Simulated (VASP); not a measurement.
# ZnSe3 (Fm-3m) in VASP: a series of runs

The runs below take ZnSe3 through single point, relaxation of cell and atoms, with PBE.

Everything below comes from runs of VASP 6.6.1. Logs are shortened: lines on timing, memory, paths and dates and some standing lists are left out, and cuts for length are marked.

### 1 The cell of the first run

The structure is cubic, space group Fm-3m (No. 225). Conventional cell: a = 6.798 Å, b = 6.798 Å, c = 6.798 Å, α = 90.00°, β = 90.00°, γ = 90.00°. Within 3.9 Å of Zn (site symmetry m-3m) lie 14 Se at 2.94 to 3.40 Å. Se (site symmetry m-3m) has 8 Se at 2.94 Å and 6 Zn at 3.40 Å within 3.9 Å. Se (site symmetry -43m) has 4 Zn at 2.94 Å and 10 Se at 2.94 to 3.40 Å within 3.9 Å.

### 2 Single point, PBE

Contents of INCAR:

```
  ALGO = Normal
  EDIFF = 1E-6
  ENCUT = 500
  GGA = PE
  GGA_COMPAT = False
  ISIF = 2
  ISMEAR = 0
  LASPH = True
  LCHARG = False
  LREAL = False
  LWAVE = False
  NBANDS = 23
  NELM = 120
  PREC = Accurate
  SIGMA = 0.1
```

Contents of KPOINTS:

```
k-points
0
Gamma
  4 4 4
```

Contents of POSCAR:

```
ZnSe3
1.0
    0.0000000000      3.3988580973      3.3988580973
    3.3988580973      0.0000000000      3.3988580973
    3.3988580973      3.3988580973      0.0000000000
Zn Se
1 3
Direct
    0.5000000000      0.5000000000      0.5000000000
    0.0000000000      0.0000000000      0.0000000000
    0.2500000000      0.2500000000      0.2500000000
    0.7500000000      0.7500000000      0.7500000000
```

Potentials or basis: VASP PAW PBE potentials, release 64 (Zn, Se).

On the command line:

```sh
$ cat potpaw_PBE.64/Zn/POTCAR potpaw_PBE.64/Se/POTCAR > POTCAR
$ mpirun -np 1 vasp_std > vasp.out
```

OUTCAR:

```text
EDIFF = 1E-6
   ENCUT = 500
   GGA = PE
   ISIF = 2
   ISMEAR = 0
   LASPH = True
   LREAL = False
   NELM = 120
   PREC = Accurate

 ion  position               nearest neighbor table
   1  0.500  0.500  0.500-
   2  0.000  0.000  0.000-
   3  0.250  0.250  0.250-
   4  0.750  0.750  0.750-

  LATTYP: Found a face centered cubic cell.
 ALAT       =     6.7977161946

  Lattice vectors:

 A1 = (   0.0000000000,   3.3988580973,   3.3988580973)
 A2 = (   3.3988580973,   0.0000000000,   3.3988580973)
 A3 = (   3.3988580973,   3.3988580973,   0.0000000000)

Analysis of symmetry for initial positions (statically):
=====================================================================
 Subroutine PRICEL returns:
 Original cell was already a primitive cell.

 Routine SETGRP: Setting up the symmetry group for a
 face centered cubic supercell.

 Subroutine GETGRP returns: Found 48 space group operations
 (whereof 48 operations were pure point group operations)
 out of a pool of 48 trial point group operations.

The static configuration has the point symmetry O_h .

Analysis of symmetry for dynamics (positions and initial velocities):
=====================================================================
 Subroutine PRICEL returns:
 Original cell was already a primitive cell.

 Routine SETGRP: Setting up the symmetry group for a
 face centered cubic supercell.

 Subroutine GETGRP returns: Found 48 space group operations
 (whereof 48 operations were pure point group operations)
 out of a pool of 48 trial point group operations.

The dynamic configuration has the point symmetry O_h .

 Subroutine INISYM returns: Found 48 space group operations
 (whereof 48 operations are pure point group operations),
 and found     1 'primitive' translations

----------------------------------------------------------------------------------------

                                     Primitive cell

  volume of cell :      78.5288

  direct lattice vectors                    reciprocal lattice vectors
     0.000000000  3.398858097  3.398858097    -0.147108230  0.147108230  0.147108230
     3.398858097  0.000000000  3.398858097     0.147108230 -0.147108230  0.147108230
     3.398858097  3.398858097  0.000000000     0.147108230  0.147108230 -0.147108230

  length of vectors
     4.806711218  4.806711218  4.806711218     0.254798929  0.254798929  0.254798929

  position of ions in fractional coordinates (direct lattice)
     0.500000000  0.500000000  0.500000000
     0.000000000  0.000000000  0.000000000
     0.250000000  0.250000000  0.250000000
     0.750000000  0.750000000  0.750000000

  ion indices of the primitive-cell ions
   primitive index   ion index
                 1           1
                 2           2
                 3           3
                 4           4

----------------------------------------------------------------------------------------

 KPOINTS: k-points

Automatic generation of k-mesh.
 Grid dimensions read from file:
 generate k-points for:    4    4    4

 Generating k-lattice:

  Cartesian coordinates                     Fractional coordinates (reciprocal lattice)
    -0.036777058  0.036777058  0.036777058     0.250000000  0.000000000  0.000000000
     0.036777058 -0.036777058  0.036777058     0.000000000  0.250000000  0.000000000
     0.036777058  0.036777058 -0.036777058     0.000000000  0.000000000  0.250000000

  Length of vectors
     0.063699732  0.063699732  0.063699732

  Shift w.r.t. Gamma in fractional coordinates (k-lattice)
     0.000000000  0.000000000  0.000000000

 Subroutine IBZKPT returns following result:
 ===========================================

 Found      8 irreducible k-points:

 Following reciprocal coordinates:
            Coordinates               Weight
  0.000000  0.000000  0.000000      1.000000
  0.250000  0.000000  0.000000      8.000000
  0.500000  0.000000  0.000000      4.000000
  0.250000  0.250000  0.000000      6.000000
  0.500000  0.250000  0.000000     24.000000
 -0.250000  0.250000  0.000000     12.000000
  0.500000  0.500000  0.000000      3.000000
 -0.250000  0.500000  0.250000      6.000000
   k-points           NKPTS =      8   k-points in BZ     NKDIM =      8   number of bands    NBANDS=     23
   number of dos      NEDOS =    301   number of ions     NIONS =      4
   total plane-waves  NPLWV =  46656
   dimension x,y,z NGX =    36 NGY =   36 NGZ =   36
   dimension x,y,z NGXF=    72 NGYF=   72 NGZF=   72
   ions per type =               1   3
   NGX,Y,Z   is equivalent  to a cutoff of  12.45, 12.45, 12.45 a.u.
   NGXF,Y,Z  is equivalent  to a cutoff of  24.90, 24.90, 24.90 a.u.
 SYSTEM =  unknown system
   PREC   = accura    normal or accurate (medium, high low for compatibility)
   ISTART =      0    job   : 0-new  1-cont  2-samecut
   ICHARG =      2    charge: 1-file 2-atom 10-const
   ISPIN  =      1    spin polarized calculation?
   LNONCOLLINEAR =      F non collinear calculations
   LSORBIT =      F    spin-orbit coupling
   LASPH  =      T    aspherical Exc in radial PAW
   ENCUT  =  500.0 eV  36.75 Ry    6.06 a.u.   8.76  8.76  8.76*2*pi/ulx,y,z
   NELM   =    120;   NELMIN=  2; NELMDL= -5     # of ELM steps
   EDIFF  = 0.1E-05   stopping-criterion for ELM
   LREAL  =      F    real-space projection
   EDIFFG = 0.1E-04   stopping-criterion for IOM
   NSW    =      0    number of steps for IOM
   IBRION =     -1    ionic relax: 0-MD 1-quasi-New 2-CG
   NFREE  =      0    steps in history (QN), initial steepest desc. (CG)
   ISIF   =      2    stress and relaxation
   ISYM   =      2    0-nonsym 1-usesym 2-fastsym
   POTIM  = 0.5000    time-step for ionic-motion
   TEBEG  =    0.0;   TEEND  =   0.0 temperature during run
   PSTRESS=    0.0 pullay stress
   NELECT =      30.0000    total number of electrons
   NUPDOWN=      -1.0000    fix difference up-down
   EMIN   =  10.00;   EMAX   =-10.00  energy-range for DOS
   EFERMI =   0.00;   METHOD = LEGACY
   ISMEAR =     0;   SIGMA  =   0.10  broadening in eV -4-tet -1-fermi 0-gaus
   EFERMI_NEDOS =   21; number of points for ismear=-14 and -15
   IALGO  =     38    algorithm
   IMIX   =      4    mixing-type and parameters
     AMIX     =   0.40;   BMIX     =  1.00
     AMIX_MAG =   1.60;   BMIX_MAG =  1.00
  volume/ion in A,a.u.               =      19.63       132.48
  Fermi-wavevector in a.u.,A,eV,Ry     =   1.187879  2.244766 19.198591  1.411057
  Thomas-Fermi vector in A             =   2.324021
   LORBIT       =      0    0 simple, 1 ext, 2 COOP (PROOUT), +10 PAW based schemes
   GGA     = PE    functional components
   LHFCALC =     F    Hartree Fock is set to
   AEXX    =    0.0000 exact exchange contribution
   IVDW    =     0    specifies the selected vdW correction
   LEPSILON=     F    determine dielectric tensor
   LRPA    =     F    only Hartree local field effects (RPA)
 non-spin polarized calculation
 Gauss-broadening in eV      SIGMA  =   0.10
  energy-cutoff  :      500.00
  volume of cell :       78.53
 maximum number of plane-waves:      2012
   NGX = 17   NGY = 17   NGZ = 17

 number of electron      30.0000013 magnetization

 Free energy of the ion-electron system (eV)
  ---------------------------------------------------
  ext. energy  EPLUGINS =         0.00000000
  ---------------------------------------------------
  free energy    TOTEN  =        -9.86905830 eV

  energy without entropy =       -9.84196609  energy(sigma->0) =       -9.85551220

 E-fermi :   4.6142     XC(G=0): -10.6339

 val. band max:        4.5614895729   @ k =  -0.2500   0.5000   0.2500
 cond. band min:       4.6546858287   @ k =   0.5000   0.2500   0.0000
 fundamental gap:      0.0931962558
 Fermi energy:         4.6141501890

 k-point     1 :       0.0000    0.0000    0.0000
  band No.  band energies     occupation
      1     -10.9089      2.00000
      2      -7.0942      2.00000
      3      -6.1992      2.00000
      4      -2.2615      2.00000
      5      -2.2615      2.00000
      6      -2.2615      2.00000
[... 15 lines left out ...]
     22      11.5633      0.00000
     23      11.5633      0.00000

 k-point     2 :       0.2500    0.0000    0.0000
  band No.  band energies     occupation
      1     -10.4713      2.00000
      2      -7.5601      2.00000
      3      -6.7108      2.00000
      4      -2.2420      2.00000
      5      -2.2420      2.00000
      6      -2.0832      2.00000
[... 15 lines left out ...]
     22      11.9347      0.00000
     23      11.9347      0.00000

 k-point     3 :       0.5000    0.0000    0.0000
  band No.  band energies     occupation
      1      -9.6332      2.00000
      2      -8.5760      2.00000
      3      -7.0398      2.00000
      4      -2.2549      2.00000
      5      -2.2549      2.00000
      6      -2.0708      2.00000
[... 15 lines left out ...]
     22      14.7103      0.00000
     23      15.0878      0.00000

 k-point     4 :       0.2500    0.2500    0.0000
  band No.  band energies     occupation
      1     -10.3210      2.00000
      2      -7.5252      2.00000
      3      -7.0140      2.00000
      4      -2.2344      2.00000
      5      -2.2344      2.00000
      6      -2.0864      2.00000
[... 15 lines left out ...]
     22      10.5473      0.00000
     23      13.7165      0.00000

 k-point     5 :       0.5000    0.2500    0.0000
  band No.  band energies     occupation
      1      -9.4529      2.00000
      2      -8.2728      2.00000
      3      -7.6436      2.00000
      4      -2.1962      2.00000
      5      -2.1151      2.00000
      6      -2.0871      2.00000
[... 15 lines left out ...]
     22      12.7976      0.00000
     23      13.8662      0.00000

 k-point     6 :      -0.2500    0.2500    0.0000
  band No.  band energies     occupation
      1      -9.8062      2.00000
      2      -8.0040      2.00000
      3      -7.4433      2.00000
      4      -2.1641      2.00000
      5      -2.1477      2.00000
      6      -2.1244      2.00000
[... 15 lines left out ...]
     22      13.3460      0.00000
     23      14.7872      0.00000

 k-point     7 :       0.5000    0.5000    0.0000
  band No.  band energies     occupation
      1      -8.7916      2.00000
      2      -8.7528      2.00000
      3      -7.8788      2.00000
      4      -2.1000      2.00000
      5      -2.1000      2.00000
      6      -2.0431      2.00000
[... 15 lines left out ...]
     22      12.0064      0.00000
     23      12.3414      0.00000

 k-point     8 :      -0.2500    0.5000    0.2500
  band No.  band energies     occupation
      1      -8.7390      2.00000
      2      -8.3883      2.00000
      3      -8.3883      2.00000
      4      -2.3981      2.00000
      5      -2.0995      2.00000
      6      -2.0652      2.00000
[... 15 lines left out ...]
     22      13.9835      0.00000
     23      13.9835      0.00000

------------------------ aborting loop because EDIFF is reached ----------------------------------------

  FORCE on cell =-STRESS in cart. coord.  units (eV):
  Direction    XX          YY          ZZ          XY          YZ          ZX
  --------------------------------------------------------------------------------------
  -------------------------------------------------------------------------------------
  Total       -0.0748251     -0.0748251     -0.0748251      0.0000000      0.0000000      0.0000000
  in kB       -1.5266128     -1.5266128     -1.5266128      0.0000000      0.0000000      0.0000000
  external PRESSURE =      -1.5266128 kB  Pullay stress =       0.0000000 kB

 VOLUME and BASIS-vectors are now :
 -----------------------------------------------------------------------------
  energy-cutoff  :      500.00
  volume of cell :       78.53
      direct lattice vectors                 reciprocal lattice vectors
     0.000000000  3.398858097  3.398858097    -0.147108230  0.147108230  0.147108230
     3.398858097  0.000000000  3.398858097     0.147108230 -0.147108230  0.147108230
     3.398858097  3.398858097  0.000000000     0.147108230  0.147108230 -0.147108230

 POSITION                                       TOTAL-FORCE (eV/Angst)
 -----------------------------------------------------------------------------------
      3.39886      3.39886      3.39886        -0.000000     -0.000000      0.000000
      0.00000      0.00000      0.00000        -0.000000     -0.000000      0.000000
      1.69943      1.69943      1.69943         0.000000     -0.000000      0.000000
      5.09829      5.09829      5.09829        -0.000000      0.000000     -0.000000
 -----------------------------------------------------------------------------------
    total drift:                                0.000000      0.000000      0.000000

  FREE ENERGIE OF THE ION-ELECTRON SYSTEM (eV)
  ---------------------------------------------------
  free  energy   TOTEN  =        -9.8690583035 eV

  energy  without entropy=       -9.8419660878  energy(sigma->0) =       -9.85551220
```

Run time: 24 s. Hardware: 1 thread of Intel Xeon 8259CL, shared host; peak memory 0.2 GiB.

Results:

| Item | Value |
| --- | --- |
| Free energy | -9.8691 eV |
| Pressure | -0.2 GPa |
| Band gap on the k mesh | zero (band 15 reaches 5.01 eV, above the bottom of band 16 at 4.04 eV) |

Caveat: the k points lie up to 0.40 Å⁻¹ apart.

(Part 1 of 2 ends here.)
